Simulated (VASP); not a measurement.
Runs of VASP 6.6.1 on V. The structure is that of space group Pm-3m (No. 221), or close to it. The cells are those of the table. The cell was built from a structure type or drawn by symmetry, and may not be a known phase.

```tsv
task	spin	cell	k mesh	cutoff (eV)	gap on the mesh (eV)	pressure (GPa)	moment (μB)
relaxation of cell and atoms	collinear, ferromagnetic start	relaxed from a = 3.039 Å, 3 atoms	6 × 6 × 6	600	none	0.2	0.00
single point	off	a = 3.606 Å, 3 atoms	14 × 14 × 14	520	none	0.2	-
single point	collinear, ferromagnetic start	a = 3.605 Å, 3 atoms	6 × 6 × 6	520	none	0.3	0.00
single point	collinear, ferromagnetic start	a = 3.039 Å, 3 atoms	6 × 6 × 6	520	none	(a)	0.00
```

Alike in all rows: level PBE; potentials or basis VASP PAW PBE potentials, release 64 (V_sv); smearing gaussian 0.1 eV.

Task: Fill in the values left out.

Result: (a) 170.8.

Caveats: the cell stands under pressure (at least some runs).

A gap of «none» marks levels without a gap at the run's occupations.
